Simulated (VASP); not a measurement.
**CaO: single point with PBE**

Crystal: CaO.

```
CELL_PARAMETERS angstrom
-0.02449 2.44900 2.44900
2.44900 -0.02449 2.44900
2.42451 2.42451 0.00000
ATOMIC_POSITIONS crystal
Ca 0.00000 0.00000 0.00000
O 0.50000 0.50000 0.50000
```

This cell differs from its parent crystal: strain -0.0200 x Voigt [0, 0, 0, 0, 0, 1].

```yaml
Program: VASP 6.6.1
Task: single point
Functional: PBE
Potentials_or_basis: VASP PAW PBE potentials, release 64 (Ca_sv, O)
Cutoff: 520 eV
k_mesh: 8 × 8 × 8
Occupations: gaussian, width 0.05 eV
Spin: no spin polarisation
```

```
Pressure               : -3.5 GPa
Band gap on the k mesh : 3.61 eV, indirect (least direct gap 3.98 eV)
```

Stress tensor (GPa, compression positive):
```
-3.52  1.48  0.00
 1.48 -3.52  0.00
 0.00  0.00 -3.56
```

Levels at points of the mesh, in eV from the valence-band top:
```csv
k point,band 5,band 6,band 7,band 8,band 9,band 10,band 11,band 12
"(0.00, 0.00, 0.00)",-15.46,-0.07,-0.04,0.00,4.23,5.95,6.05,6.14
"(0.50, 0.00, 0.00)",-14.48,-2.55,-1.13,-1.06,6.72,7.92,8.04,8.05
"(0.50, 0.50, 0.00)",-15.22,-1.35,-0.46,-0.37,3.61,7.60,8.54,9.11
"(0.00, 0.00, 0.50)",-14.48,-2.54,-1.20,-1.13,6.76,7.99,8.04,8.11
"(0.50, 0.00, 0.50)",-15.22,-1.35,-0.42,-0.42,3.61,7.59,8.53,9.12
```

It took 37 s on 1 thread of Intel(R) Xeon(R) Platinum 8488C (Sapphire Rapids), on a shared host, peak memory 0.18 GiB.

Caveat: the cell differs from its parent crystal (strain -0.0200 x Voigt [0, 0, 0, 0, 0, 1]). A k mesh can miss the band edges.
